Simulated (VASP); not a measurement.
# Au: single point with LDA

The system is Au.

```
Au
1.0
    -1.62777    1.62777    1.62777
     1.62777   -1.62777    1.62777
     1.62777    1.62777   -1.62777
Au
1
Direct
  0.00000 0.00000 0.00000
```

This cell differs from its parent crystal: volume scaled by 1.04.

| Property | Result |
| --- | --- |
| Program | VASP 6.6.1 |
| Task | single point |
| Functional | LDA |
| Potentials or basis | VASP PAW LDA potentials, release 64 (Au) |
| Cutoff | 520 eV |
| k mesh | 15 × 15 × 15 |
| Occupations | fermi-dirac, width 0.1 eV |
| Spin | no spin polarisation |

```
Pressure : -5.8 GPa
```

Levels at points of the mesh, in eV from the Fermi level:
| k point | band 2 | band 3 | band 4 | band 5 | band 6 | band 7 | band 8 | band 9 | band 10 | band 11 |
| --- | --- | --- | --- | --- | --- | --- | --- | --- | --- | --- |
| (0.00, 0.00, 0.00) | -4.70 | -4.70 | -4.70 | -2.77 | -2.77 | 16.59 | 16.59 | 16.59 | 24.11 | 24.11 |

It took 8.1 s on 1 thread of Intel(R) Xeon(R) Platinum 8488C (Sapphire Rapids), on a shared host, peak memory 0.14 GiB.

Caveat: spin-orbit coupling is left out, which moves the levels of the heavy elements.
